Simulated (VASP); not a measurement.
Ni3Ge:

```
Ni Ge
1.0
     3.53033    0.00000    0.00000
     0.00000    3.53033    0.00000
     0.00000    0.00000    3.53033
Ni Ge
3 1
Direct
  0.50000 0.00000 0.50000
  0.00000 0.50000 0.50000
  0.50000 0.50000 0.00000
  0.00000 0.00000 0.00000
```

Base run:

```yaml
Program: VASP 6.6.1
Functional: PBEsol
Potentials_or_basis: VASP PAW PBE potentials, release 64 (Ni, Ge_d)
Cutoff: 520 eV
k_mesh: 12 × 12 × 12
Occupations: methfessel-paxton, width 0.3 eV
Spin: no spin polarisation
```

Its results: band gap on the k mesh zero (band 22 reaches 10.22 eV, above the bottom of band 23 at 9.99 eV); pressure -0.8 GPa.

The run is repeated on the same cell with these changes: occupations from methfessel-paxton, width 0.3 eV to methfessel-paxton, width 0.5 eV. What comes out?

Band gap on the k mesh zero (band 22 reaches 10.21 eV, above the bottom of band 23 at 9.98 eV); pressure -1.2 GPa.

Caveats: the PAW data sets were made with another functional, which shifts forces and pressure a little.
